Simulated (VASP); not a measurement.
# Fe (Im-3m) in VASP: notebook, part 2 of 2

VASP 6.6.1. Earlier steps stand in the parts before.

## 3. Electric field gradients, r2SCAN, collinear spin, ferromagnetic start (volume scaled by 1.06)

Contents of POSCAR:

```
Fe
1.0
   -1.4595938529      1.4595938529      1.4595938529
    1.4595938529     -1.4595938529      1.4595938529
    1.4595938529      1.4595938529     -1.4595938529
Fe
1
Direct
    0.0000000000      0.0000000000      0.0000000000
```

Contents of INCAR.step1:

```
SYSTEM = Fe
ALGO = Normal
EDIFF = 1E-5
ENCUT = 580
GGA = PE
GGA_COMPAT = .FALSE.
ISMEAR = -1
ISPIN = 2
LASPH = .TRUE.
LCHARG = .FALSE.
LMAXMIX = 4
LREAL = .FALSE.
LWAVE = .TRUE.
MAGMOM = 3
NBANDS = 14
NELM = 200
PREC = Accurate
SIGMA = 0.08
```

Contents of INCAR.step2:

```
SYSTEM = Fe
ALGO = Normal
EDIFF = 1E-8
ENCUT = 580
GGA_COMPAT = .FALSE.
ISIF = 2
ISMEAR = -1
ISPIN = 2
ISTART = 1
LASPH = .TRUE.
LCHARG = .FALSE.
LEFG = .TRUE.
LMAXMIX = 4
LMIXTAU = .TRUE.
LORBIT = 11
LREAL = .FALSE.
LWAVE = .FALSE.
MAGMOM = 3
METAGGA = R2SCAN
NBANDS = 14
NELM = 200
PREC = Accurate
SIGMA = 0.08
```

Contents of KPOINTS:

```
k-points
0
G
  16 16 16
  0 0 0
```

Potentials or basis: VASP PAW PBE potentials, release 64 (Fe).

Started as:

```console
$ cat potpaw_PBE.64/Fe/POTCAR > POTCAR
$ cp INCAR.step1 INCAR
$ mpirun -np 1 vasp_std > vasp.out
$ cp INCAR.step2 INCAR
$ mpirun -np 1 vasp_std > vasp.out
```

OUTCAR:

```text
SYSTEM = Fe
   EDIFF = 1E-8
   ENCUT = 580
   ISIF = 2
   ISMEAR = -1
   ISPIN = 2
   ISTART = 1
   LASPH = .TRUE.
   LORBIT = 11
   LREAL = .FALSE.
   METAGGA = R2SCAN
   NELM = 200
   PREC = Accurate

 ion  position               nearest neighbor table
   1  0.000  0.000  0.000-

  LATTYP: Found a body centered cubic cell.
 ALAT       =     2.9191877058

  Lattice vectors:

 A1 = (  -1.4595938529,   1.4595938529,   1.4595938529)
 A2 = (   1.4595938529,  -1.4595938529,   1.4595938529)
 A3 = (   1.4595938529,   1.4595938529,  -1.4595938529)

Analysis of symmetry for initial positions (statically):
=====================================================================
 Subroutine PRICEL returns:
 Original cell was already a primitive cell.

 Routine SETGRP: Setting up the symmetry group for a
 body centered cubic supercell.

 Subroutine GETGRP returns: Found 48 space group operations
 (whereof 48 operations were pure point group operations)
 out of a pool of 48 trial point group operations.

The static configuration has the point symmetry O_h .

Analysis of symmetry for dynamics (positions and initial velocities):
=====================================================================
 Subroutine PRICEL returns:
 Original cell was already a primitive cell.

 Routine SETGRP: Setting up the symmetry group for a
 body centered cubic supercell.

 Subroutine GETGRP returns: Found 48 space group operations
[... 979 lines left out ...]
      4       7.0991      0.00000
      5       7.7344      0.00000
      6       8.4167      0.00000
      7      17.6582      0.00000
      8      19.6057      0.00000
      9      25.6367      0.00000
     10      30.8806      0.00000
     11      34.9790      0.00000
     12      39.2018      0.00000
     13      43.0419      0.00000
     14      45.7391      0.00000

 [... further k-points ...]

------------------------ aborting loop because EDIFF is reached ----------------------------------------

  FORCE on cell =-STRESS in cart. coord.  units (eV):
  Direction    XX          YY          ZZ          XY          YZ          ZX
  --------------------------------------------------------------------------------------
  -------------------------------------------------------------------------------------
  Total       -0.6627906     -0.6627906     -0.6627906      0.0000000      0.0000000     -0.0000000
  in kB      -85.3750297    -85.3750297    -85.3750297      0.0000000      0.0000000     -0.0000000
  external PRESSURE =     -85.3750297 kB  Pullay stress =       0.0000000 kB

 VOLUME and BASIS-vectors are now :
 -----------------------------------------------------------------------------
  energy-cutoff  :      580.00
  volume of cell :       12.44
      direct lattice vectors                 reciprocal lattice vectors
    -1.459593853  1.459593853  1.459593853     0.000000000  0.342561048  0.342561048
     1.459593853 -1.459593853  1.459593853     0.342561048  0.000000000  0.342561048
     1.459593853  1.459593853 -1.459593853     0.342561048  0.342561048  0.000000000

 POSITION                                       TOTAL-FORCE (eV/Angst)
 -----------------------------------------------------------------------------------
      0.00000      0.00000      0.00000        -0.000000     -0.000000      0.000000
 -----------------------------------------------------------------------------------
    total drift:                                0.000000     -0.000000      0.000000

  FREE ENERGIE OF THE ION-ELECTRON SYSTEM (eV)
  ---------------------------------------------------
  free  energy   TOTEN  =       -14.3456923960 eV

  energy  without entropy=      -14.3274754901  energy(sigma->0) =      -14.33658394

 Electric field gradients (V/A^2)
---------------------------------------------------------------------
 ion       V_xx      V_yy      V_zz      V_xy      V_xz      V_yz
---------------------------------------------------------------------
   1      -0.000    -0.000    -0.000    -0.001    -0.001    -0.001
---------------------------------------------------------------------

 Electric field gradients after diagonalization (V/A^2)
 (convention: |V_zz| > |V_xx| > |V_yy|)
----------------------------------------------------------------------
 ion       V_xx      V_yy      V_zz     asymmetry (V_yy - V_xx)/ V_zz
----------------------------------------------------------------------
   1       0.001     0.001    -0.003       0.000
----------------------------------------------------------------------

           NMR quadrupolar parameters

 Cq : quadrupolar parameter    Cq=e*Q*V_zz/h
 eta: asymmetry parameters     (V_yy - V_xx)/ V_zz
 Q  : nuclear electric quadrupole moment in mb (millibarn)
----------------------------------------------------------------------
 ion       Cq(MHz)       eta       Q (mb)
----------------------------------------------------------------------
   1      -0.000       0.000       1.000
----------------------------------------------------------------------

 total charge

# of ion       s       p       d       tot
------------------------------------------
    1        0.459   0.509   6.126   7.093

 magnetization (x)

# of ion       s       p       d       tot
------------------------------------------
    1       -0.010  -0.111   2.925   2.804
```

It took 6.2 min on 1 thread of Intel Xeon 8259CL, shared host; peak memory 0.17 GiB.

Results:

| Property | Result |
| --- | --- |
| Free energy | -14.3457 eV |
| Pressure | -8.5 GPa |
| Net moment | 2.72 μB per cell |
| Site moments | Fe +2.80 μB |
| Valence electrons inside the program's atomic spheres | Fe 7.09 |

Caveat: without QUAD_EFG the Cq values of the log hold for a quadrupole moment of 1 mb, not for the nuclei; the PAW data sets were made with another functional, which shifts forces and pressure a little.
